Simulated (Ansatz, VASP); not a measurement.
Sc in VASP and in Ansatz

File POSCAR:

```
Sc
1.0
    4.4040490344     -2.5002670000      0.0000000000
    4.4040490344      2.5002670000      0.0000000000
   -0.0034756338      0.0000000000      3.2007192820
Sc
3
Direct
    0.3332340000      0.3332340000      0.9951080000
    0.0000000000      0.0000000000      0.5000000000
    0.6667660000      0.6667660000      0.0048920000
```

INCAR.step1

```
SYSTEM = Sc
  PREC = Accurate
  ENCUT = 520
  ISMEAR = 0
  SIGMA = 0.1
  LREAL = .FALSE.
  LASPH = .TRUE.
  NELM = 80
  NBANDS = 24
  GGA = PE
  ALGO = Normal
  EDIFF = 1E-4
  LWAVE = .TRUE.
  LCHARG = .FALSE.
```

INCAR.step2

```
SYSTEM = Sc
  PREC = Accurate
  ENCUT = 520
  EDIFF = 1E-6
  ISMEAR = 0
  SIGMA = 0.1
  LREAL = .FALSE.
  LASPH = .TRUE.
  NELM = 80
  ALGO = Normal
  ISIF = 2
  LWAVE = .FALSE.
  LCHARG = .FALSE.
  METAGGA = R2SCAN
  LMIXTAU = .TRUE.
  NBANDS = 24
  ISTART = 1
```

KPOINTS

```
Automatic mesh
0
G
  4 4 6
  0 0 0
```

Input for Ansatz:

```yaml
crystal:
  lattice:
    - [4.4040490344, -2.500267, 0.0]
    - [4.4040490344, 2.500267, 0.0]
    - [-0.0034756338, 0.0, 3.200719282]
  atoms:
    - { symbol: Sc, position: [0.333234, 0.333234, 0.995108] }
    - { symbol: Sc, position: [0.0, 0.0, 0.5] }
    - { symbol: Sc, position: [0.666766, 0.666766, 0.004892] }
basis:
  ecutwfc: 500
kpoints:
  mp_grid: { grid: [4, 4, 6] }
hamiltonian:
  xc: r2scan
scf:
  occupations: { method: gaussian, width: 0.1 }
  lower_state_search: "off"
output:
  forces: true
  stress: true
  eigenvalues: true
```

Alike in both runs: task single point; functional r2SCAN; k mesh 4 × 4 × 6; occupations gaussian, width 0.1 eV; no spin polarisation.

|  | VASP | Ansatz |
| --- | --- | --- |
| version | VASP 6.6.1 | Ansatz 0.2.0 |
| potentials or method | VASP PAW PBE potentials, release 64 (Sc_sv), cutoff 520 eV | scalar-relativistic, plane waves, PAW |
| valence electrons in the cell | 33 | 33 |

```csv
,VASP,Ansatz,Ansatz less VASP
gap on the k mesh at the Fermi level (eV),none,none,-
pressure (GPa),3.1,2.8,-0.22
"traceless stress, the component that is largest in VASP (GPa)",-0.86,-0.86,-0.001
rms of the force components (eV/Å),0.020,0.018,-0.0014
```

VASP's potentials were made for PBE, not for r2SCAN. Atom by atom the forces differ by 0.002 eV/Å (rms over components). A gap of «none» marks a metal or a gap that the smearing closes.

The k mesh is coarse, so the values compare programs but aren't converged.
